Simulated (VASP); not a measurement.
Write the native input for VASP 6.6.1 that does the following.

```
Task                   : electric field gradients
Functional             : PBE
Potentials or basis    : VASP PAW PBE potentials, release 64 (Ba_sv, Te)
Cutoff                 : 520 eV
k mesh                 : 10 × 10 × 10
Occupations            : fermi-dirac, width 0.05 eV
Spin                   : non-collinear spin, zero start, spin-orbit coupling
Starting moments       : [[0.0, 0.0, 0.0], [0.0, 0.0, 0.0]] μB
Dipole correction      : no
Further INCAR settings : ALGO = Normal; EDIFF = 1e-08; NBANDS = 28
```

The structure of BaTe lies in POSCAR:

```
BaTe
1.0
    0.0000000000      3.4100000000      3.4100000000
    3.4100000000      0.0000000000      3.4100000000
    3.4100000000      3.4100000000      0.0000000000
Ba Te
1 1
Direct
    0.0000000000      0.0000000000      0.0000000000
    0.5000000000      0.5000000000      0.5000000000
```

The input as run:

INCAR

```
ALGO     = Normal         # electronic algorithm
EDIFF    = 1E-8           # SCF threshold, eV
ENCUT    = 520            # plane-wave cutoff, eV
GGA      = PE             # functional
GGA_COMPAT= F            
ISIF     = 2              # what is computed and relaxed
ISMEAR   = -1             # smearing method
LASPH    = T              # aspherical terms in the spheres
LCHARG   = F              # write CHGCAR
LEFG     = T            
LORBIT   = 11             # projections on sites
LORBMOM  = T            
LREAL    = F              # projectors in reciprocal space
LSORBIT  = T              # spin-orbit coupling
LWAVE    = F              # write WAVECAR
MAGMOM   = 0 0 0 0 0 0    # initial moments
NBANDS   = 28             # bands
NELM     = 150            # most SCF steps
PREC     = Accurate       # precision mode
SIGMA    = 0.05           # smearing width, eV
```

KPOINTS

```
k-points
0
Gamma
  10 10 10
```

Potentials or basis: VASP PAW PBE potentials, release 64 (Ba_sv, Te).

Command:

```bash
$ cat potpaw_PBE.64/Ba_sv/POTCAR potpaw_PBE.64/Te/POTCAR > POTCAR
$ mpirun -np 1 vasp_ncl > vasp.out
```

It gave:

```yaml
Pressure: 4.2 GPa
Net_moment: 0.00 μB per cell
Largest_electric_field_gradient_by_atom: under 0.05 V/Å² on every atom
Valence_electrons_inside_the_program's_atomic_spheres: Ba 7.94; Te 3.50
```

Caveat: the cell stands under pressure.

It took 5.4 min on 1 thread of Intel(R) Xeon(R) Platinum 8488C (Sapphire Rapids), on a shared host, peak memory 0.47 GiB.
